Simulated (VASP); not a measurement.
Set up this calculation in VASP 6.6.1, as the native input.

- Task: single point
- Functional: PBEsol
- Potentials or basis: VASP PAW PBE potentials, release 64 (W_sv, Se)
- Cutoff: 500 eV
- k mesh: 9 × 9 × 2
- Occupations: methfessel-paxton, width 0.05 eV
- Spin: no spin polarisation
- Dipole correction: no
- Further INCAR settings: ALGO = Normal; EDIFF = 1e-06; NBANDS = 35

The structure of WSe2 lies in POSCAR:

```
WSe2
1.0
    3.2705808386      0.0000000000      0.0000000000
   -1.6352904193      2.8324060913      0.0000000000
    0.0000000000      0.0000000000     23.9869951139
W Se
2 4
Direct
    0.4974918236      0.3333333333      0.1260867242
    0.3333333333      0.6666666667      0.8623778584
    0.3333333333      0.6666666667      0.2073407565
    0.6666666667      0.3333333333      0.9321940382
    0.3333333333      0.6666666667      0.0678059618
    0.6666666667      0.3333333333      0.7926592435
```

One way to write it, as run:

INCAR

```
ALGO     = Normal         # electronic algorithm
EDIFF    = 1E-6           # SCF threshold, eV
ENCUT    = 500            # plane-wave cutoff, eV
GGA      = PS             # functional
GGA_COMPAT= False        
ISIF     = 2              # what is computed and relaxed
ISMEAR   = 1              # smearing method
LASPH    = True           # aspherical terms in the spheres
LCHARG   = False          # write CHGCAR
LREAL    = False          # projectors in reciprocal space
LWAVE    = False          # write WAVECAR
NBANDS   = 35             # bands
NELM     = 120            # most SCF steps
PREC     = Accurate       # precision mode
SIGMA    = 0.05           # smearing width, eV
```

KPOINTS

```
k-points
0
Gamma
  9 9 2
```

Potentials or basis: VASP PAW PBE potentials, release 64 (W_sv, Se).

Command:

```sh
$ cat potpaw_PBE.64/W_sv/POTCAR potpaw_PBE.64/Se/POTCAR > POTCAR
$ mpirun -np 1 vasp_std > vasp.out
```

Results of the run:

- Largest force: 15.542 eV/Å
- Band gap on the k mesh: zero (bands 26 and 27 overlap by 0.22 eV)

Caveat: there is no dipole correction, which matters where the two faces differ; the PAW data sets were made with another functional, which shifts forces and pressure a little; spin-orbit coupling is left out, which moves the levels of the heavy elements.

Run time: 20 min on 1 thread of Oxide Virtual Turin-like Processor, with other jobs on the host, peak memory 0.61 GiB.
